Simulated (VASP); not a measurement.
A run of VASP 6.6.1:

INCAR

```
  ALGO = Normal
  EDIFF = 1E-6
  ENCUT = 520
  GGA = PS
  ISIF = 2
  ISMEAR = 0
  LASPH = True
  LCHARG = False
  LREAL = False
  LWAVE = False
  NBANDS = 10
  NELM = 60
  PREC = Accurate
  SIGMA = 0.15
```

File KPOINTS:

```
k-points
0
Gamma
  16 16 16
```

The input POSCAR:

```
Na
1.0
   -1.8946500000      1.8946500000      2.6991500000
    1.8946500000     -1.8946500000      2.6991500000
    1.8946500000      1.8946500000     -2.6991500000
Na
1
Direct
    0.0000000000      0.0000000000      0.0000000000
```

Potentials or basis: VASP PAW PBE potentials, release 64 (Na_pv).

Run with:

```console
$ cat potpaw_PBE.64/Na_pv/POTCAR > POTCAR
$ mpirun -np 1 vasp_std > vasp.out
```

Hardware: 1 thread of Intel(R) Xeon(R) Platinum 8488C (Sapphire Rapids) (shared host).

Q: How long does it take, and how much memory?

A: It took 45 s on 1 thread of Intel(R) Xeon(R) Platinum 8488C (Sapphire Rapids) (shared host), peak memory 0.23 GiB. Counts: scf iterations 9, k points 349.
